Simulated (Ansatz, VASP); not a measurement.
## Two plane-wave programs on HfSi2O6

```
Hf Si O
1.0
     4.95455   -2.50733   -0.00116
     4.95455    2.50733   -0.00116
    -0.17168    0.00000    5.88157
Hf Si O
1 2 6
Direct
  0.54147 0.45853 0.00000
  0.98674 0.51939 0.65518
  0.48061 0.01326 0.34482
  0.15517 0.30512 0.43168
  0.42969 0.79133 0.20239
  0.20867 0.57031 0.79761
  0.69488 0.84483 0.56832
  0.62911 0.12532 0.18253
  0.87468 0.37089 0.81747
```

Change from the starting cell: the structure that the rattled cell fell into.

Alike in both runs: functional PBE; k mesh 6 × 6 × 4; occupations gaussian, width 0.02 eV; no spin polarisation.

Ansatz relaxed the structure, and its values are those at the end. VASP's run is a single point on that final structure, the one shown.

```csv
,VASP,Ansatz
version,VASP 6.6.1,Ansatz 0.2.0
potentials or method,"VASP PAW PBE potentials, release 64 (Hf_pv, Si, O), cutoff 520 eV","scalar-relativistic, plane waves, PAW"
valence electrons in the cell,54,70
```

Ansatz gave:

| Quantity | Value |
| --- | --- |
| gap on the k mesh at the Fermi level (eV) | 5.03 |
| least direct gap on the mesh (eV) | 5.29 |
| pressure (GPa) | 0.0 |
| rms of the force components (eV/Å) | 0.003 |

Q: Estimate VASP's values.

A: gap on the k mesh at the Fermi level (eV): 5.03; least direct gap on the mesh (eV): 5.29; pressure (GPa): -0.4; rms of the force components (eV/Å): 0.073.

VASP's potentials hold 54 valence electrons a cell and Ansatz's 70, so a difference there can come from the potentials and not from the codes.

Spin-orbit coupling is off throughout.
